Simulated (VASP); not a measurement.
A run of VASP 6.6.1:

File POSCAR:

```
Au
1.0
    0.0000000000      3.0814704409      3.0814704409
    3.0814704409      0.0000000000      3.0814704409
    3.0814704409      3.0814704409      0.0000000000
Au
2
Direct
   -0.1250000000     -0.1250000000     -0.1250000000
    0.1250000000      0.1250000000      0.1250000000
```

The input INCAR.step1:

```
ALGO = Normal
EDIFF = 1E-6
ENCUT = 520
GGA = PE
ISIF = 2
ISMEAR = -1
LASPH = T
LCHARG = T
LMAXMIX = 4
LREAL = F
LWAVE = F
NBANDS = 18
NELM = 60
PREC = Accurate
SIGMA = 0.05
```

The input KPOINTS.step1:

```
k-points
0
Gamma
  12 12 12
```

INCAR.step2

```
ALGO = Normal
EDIFF = 1E-6
ENCUT = 520
GGA = PE
ICHARG = 11
ISIF = 2
ISMEAR = -5
LASPH = T
LCHARG = F
LMAXMIX = 4
LORBIT = 11
LREAL = F
LWAVE = F
NBANDS = 18
NEDOS = 2001
NELM = 60
PREC = Accurate
SIGMA = 0.05
```

The input KPOINTS.step2:

```
k-points
0
Gamma
  18 18 18
```

Potentials or basis: VASP PAW PBE potentials, release 64 (Au).

The run is started by

```sh
$ cat potpaw_PBE.64/Au/POTCAR > POTCAR
$ cp INCAR.step1 INCAR
$ cp KPOINTS.step1 KPOINTS
$ mpirun -np 1 vasp_std > vasp.out
$ cp INCAR.step2 INCAR
$ cp KPOINTS.step2 KPOINTS
$ mpirun -np 1 vasp_std > vasp.out
```

Hardware: 1 thread of Intel Xeon 6975P-C, with other jobs on the host.

Problem. How long does it take, and how much memory?

Solution. Wall time 65 s on 1 thread of Intel Xeon 6975P-C, on a shared host, peak memory 0.29 GiB. Counts: k points 195.
